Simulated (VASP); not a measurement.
Wanted: the native input for a VASP 6.6.1 run.

| Item | Value |
| --- | --- |
| Task | single point |
| Functional | PBE |
| Dispersion | D3(BJ) |
| Potentials or basis | VASP PAW PBE potentials, release 64 (Pt, Se) |
| Cutoff | 520 eV |
| k mesh | 12 × 12 × 8 |
| Occupations | gaussian, width 0.15 eV |
| Spin | no spin polarisation |
| Dipole correction | no |
| Further INCAR settings | ALGO = Normal; EDIFF = 1e-06; NBANDS = 18; ISYM = 0 |

The structure of PtSe2 lies in POSCAR:

```
PtSe2
1.0
    3.7224757418      0.0000000000      0.0000000000
   -1.8612378709      3.2237585574      0.0000000000
    0.0000000000      0.0000000000      4.9497759939
Pt Se
1 2
Direct
    0.0000000000      0.0000000000      0.0000000000
    0.3333333333      0.6666666667      0.2655211092
    0.6666666667      0.3333333333      0.7344788908
```

These files were run (other wordings do the same):

INCAR

```
SYSTEM = PtSe2
PREC = Accurate
ENCUT = 520
EDIFF = 1E-6
ISMEAR = 0
SIGMA = 0.15
LREAL = .False.
LASPH = .True.
NELM = 100
ALGO = Normal
ISIF = 2
LWAVE = .False.
LCHARG = .False.
GGA = PE
IVDW = 12
NBANDS = 18
ISYM = 0
LUSENCCL = .False.
```

KPOINTS

```
regular mesh
0
Gamma
  12 12 8
  0 0 0
```

Potentials or basis: VASP PAW PBE potentials, release 64 (Pt, Se).

Launch:

```console
$ cat potpaw_PBE.64/Pt/POTCAR potpaw_PBE.64/Se/POTCAR > POTCAR
$ mpirun -np 1 vasp_std > vasp.out
```

Results of the run:

```yaml
Pressure: 1.1 GPa
Largest_force: 0.041 eV/Å
Band_gap_on_the_k_mesh: zero (band 11 reaches 7.43 eV, above the bottom of band 12 at 6.68 eV)
Dispersion_energy_per_atom: -0.490 eV
```

Caveat: spin-orbit coupling is left out, which moves the levels of the heavy elements; pairwise dispersion overbinds metals, which lowers pressure and volume.

Wall time 8.4 min on 1 × NVIDIA H100 80GB with 1 thread of Intel(R) Xeon(R) Platinum 8481C CPU @ 2.70GHz (Sapphire Rapids), on a shared host, peak memory 1.8 GiB.
